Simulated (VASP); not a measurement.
Crystal: Ti.

```
Ti
1.0
     2.95000    0.00000    0.00000
    -1.47500    2.55477    0.00000
     0.00000    0.00000    4.68600
Ti
2
Direct
  0.33333 0.66667 0.25000
  0.66667 0.33333 0.75000
```

Base run:

* Program: VASP 6.6.1
* Functional: PBE
* Potentials or basis: VASP PAW PBE potentials, release 64 (Ti_sv)
* Cutoff: 520 eV
* k mesh: 14 × 14 × 8
* Occupations: fermi-dirac, width 0.28 eV
* Spin: no spin polarisation

Its results: band gap on the k mesh zero (bands 12 and 13 overlap by 1.04 eV); pressure 0.1 GPa.

Q: The run is repeated on the same cell with these changes: occupations from fermi-dirac, width 0.28 eV to methfessel-paxton, width 0.2 eV. What comes out?

A: Band gap on the k mesh zero (bands 12 and 13 overlap by 1.03 eV); pressure -1.9 GPa.

Caveats: so wide a smearing shifts energies and pressures (at least some runs).
